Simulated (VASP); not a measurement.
Runs of VASP 6.6.1 on TiAl3. The structure is that of space group I4/mmm (No. 139), or close to it. The cells are those of the table. 

```tsv
cell	further INCAR settings	gap on the mesh (eV)	pressure (GPa)	largest force (eV/Å)
a = 5.124 Å, angles 136.8, 136.8, 62.7°, 4 atoms	ALGO = Fast; EDIFF = 1e-07; NBANDS = 18	none	0.9	0.97
a = 5.194 Å, angles 138.0, 138.0, 61.0°, 4 atoms	ALGO = Fast; EDIFF = 1e-06; NBANDS = 18	none	(b)	0.52
a = 4.989 Å, angles 134.5, 134.5, 66.3°, 4 atoms	ALGO = Fast; EDIFF = 1e-06; NBANDS = 18	none	(c)	(a)
a = 4.924 Å, angles 133.3, 133.3, 68.2°, 4 atoms	ALGO = Fast; EDIFF = 1e-06; NBANDS = 18	none	1.4	1.15
```

Alike in all rows: task single point; level PBEsol; potentials or basis VASP PAW PBE potentials, release 64 (Ti_sv, Al); no spin polarisation; k mesh 14 × 14 × 14; cutoff (eV) 520; smearing gaussian 0.15 eV.

Fill in the values left out.

(a) 0.82; (b) 1.2; (c) 0.6.

Caveats: the PAW data sets were made with another functional, which shifts forces and pressure a little.

A gap of «none» marks levels without a gap at the run's occupations.
